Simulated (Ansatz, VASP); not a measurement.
## One calculation of NbH2, two programs

File INCAR:

```
SYSTEM = NbH2
PREC = Accurate
ENCUT = 400
EDIFF = 1E-8
ISMEAR = -1
SIGMA = 0.03
LREAL = .FALSE.
LASPH = .TRUE.
NELM = 120
ALGO = Normal
ISIF = 2
LWAVE = .FALSE.
LCHARG = .FALSE.
GGA = CA
LEFG = .TRUE.
NBANDS = 14
GGA_COMPAT = .FALSE.
```

The input KPOINTS:

```
regular mesh
0
G
  15 15 15
  0 0 0
```

Contents of POSCAR:

```
NbH2
1.0
   -0.0456300000      2.2586850000      2.2586850000
    2.2586850000     -0.0456300000      2.2586850000
    2.2586850000      2.2586850000     -0.0456300000
Nb H
1 2
Direct
    0.0000000000      0.0000000000      0.0000000000
    0.2500000000      0.2500000000      0.2500000000
    0.7500000000      0.7500000000      0.7500000000
```

Input for Ansatz:

```yaml
crystal:
  lattice:
    - [-0.04563, 2.258685, 2.258685]
    - [2.258685, -0.04563, 2.258685]
    - [2.258685, 2.258685, -0.04563]
  atoms:
    - { symbol: Nb, position: [0.0, 0.0, 0.0] }
    - { symbol: H, position: [0.25, 0.25, 0.25] }
    - { symbol: H, position: [0.75, 0.75, 0.75] }
kpoints:
  mp_grid: { grid: [15, 15, 15] }
scf:
  occupations: { method: fermi_dirac, width: 0.03 }
hamiltonian:
  xc: lda
  pseudopotentials: { kind: paw }
output:
  forces: true
  stress: true
  eigenvalues: true
  efg: { contact_densities: true }
```

Change from the starting cell: equal xy, yz and zx shear strains of -2 %, PAW files.

Alike in both runs: task electric field gradients; functional LDA; k mesh 15 × 15 × 15; occupations fermi-dirac, width 0.03 eV; no spin polarisation.

|  | VASP | Ansatz |
| --- | --- | --- |
| version | VASP 6.6.1 | Ansatz 0.2.0 |
| potentials or method | VASP PAW LDA potentials, release 64 (Nb_sv, H) | PAW with Ansatz's default frozen-core files, scalar-relativistic |
| plane-wave cutoff (eV) | 400 | 420 |
| valence electrons in the cell | 15 | 15 |

Ansatz gave:

| Property | Result |
| --- | --- |
| rms of the force components (eV/Å) | 0.080 |
| size of Vzz on the site where it differs most (V/Å²) | 29.6 |

Question: Estimate VASP's values.

Answer: rms of the force components (eV/Å): 0.080; size of Vzz on the site where it differs most (V/Å²): 29.9.

LDA's correlation is that of Perdew and Zunger in VASP and of Perdew and Wang (1992) in Ansatz. Atom by atom the forces differ by 0.000 eV/Å (rms over components).
